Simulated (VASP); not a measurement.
Wanted: the native input for a VASP 6.6.1 run.

```yaml
Task: single point
Functional: PBE
Potentials_or_basis: VASP PAW PBE potentials, release 64 (Sn_d, Ge_d)
Cutoff: 520 eV
k_mesh: 12 × 12 × 8
Occupations: gaussian, width 0.1 eV
Spin: no spin polarisation
Dipole_correction: no
Further_INCAR_settings: ALGO = Normal; EDIFF = 1e-06; NBANDS = 51
```

The structure of SnGe5 lies in POSCAR:

```
SnGe5
1.0
    5.5151403191      0.0000000028      0.0000000000
   -2.7575701620      4.7762516204      0.0000000000
    0.0000000000      0.0000000000      5.0439293044
Sn Ge
1 5
Direct
    0.0000000000      0.0000000000      0.0000000000
    0.3333333333      0.6666666667      0.0000000000
    0.6666666667      0.3333333333      0.0000000000
    0.5000000000      0.0000000000      0.5000000000
    0.5000000000      0.5000000000      0.5000000000
    0.0000000000      0.5000000000      0.5000000000
```

The cell was built from a structure type or drawn by symmetry, and may not be a known phase.

These files were run (other wordings do the same):

INCAR

```
SYSTEM = SnGe5
ALGO = Normal
EDIFF = 1E-6
ENCUT = 520
GGA = PE
ISIF = 2
ISMEAR = 0
LASPH = .TRUE.
LCHARG = .TRUE.
LELF = .TRUE.
LREAL = .FALSE.
LVHAR = .TRUE.
LWAVE = .FALSE.
NBANDS = 51
NELM = 60
PREC = Accurate
SIGMA = 0.1
```

KPOINTS

```
k-points
0
G
  12 12 8
  0 0 0
```

Potentials or basis: VASP PAW PBE potentials, release 64 (Sn_d, Ge_d).

Launch:

```console
$ cat potpaw_PBE.64/Sn_d/POTCAR potpaw_PBE.64/Ge_d/POTCAR > POTCAR
$ mpirun -np 1 vasp_std > vasp.out
```

Results of the run:

* Pressure: 0.0 GPa
* Band gap on the k mesh: zero (bands 42 and 43 overlap by 3.13 eV)

Caveat: spin-orbit coupling is left out, which moves the levels of the heavy elements.

Wall time 6.6 min on 1 thread of Intel(R) Xeon(R) Platinum 8488C (Sapphire Rapids) (shared host), peak memory 0.59 GiB.
